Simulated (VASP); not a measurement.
Sb, 1 atom in the cell. It takes space group Im-3m (No. 229, cubic). The conventional cell has a = 3.709 Å, b = 3.709 Å, c = 3.709 Å, α = 90.00°, β = 90.00°, γ = 90.00°. Within 4.2 Å of Sb (site symmetry m-3m) lie 14 Sb at 3.21 to 3.71 Å. 

```yaml
Program: VASP 6.6.1
Task: single point
Functional: LDA
Potentials_or_basis: VASP PAW LDA potentials, release 64 (Sb)
Cutoff: 520 eV
k_mesh: 16 × 16 × 16
Occupations: fermi-dirac, width 0.1 eV
Spin: no spin polarisation
Dipole_correction: no
Further_INCAR_settings: ALGO = Normal; EDIFF = 1e-06; NBANDS = 8
```

Potentials or basis: VASP PAW LDA potentials, release 64 (Sb).

Run with:

```bash
$ cat potpaw_LDA.64/Sb/POTCAR > POTCAR
$ mpirun -np 1 vasp_std > vasp.out
```

Hardware: 1 thread of AMD EPYC 7R43 64-Core Processor (Zen 3), on a shared host.

Q: Estimate the wall time of this run.

A: Run time: 18 s on 1 thread of AMD EPYC 7R43 64-Core Processor (Zen 3), with other jobs on the host, peak memory 0.11 GiB. Counts: scf iterations 9, k points 145.
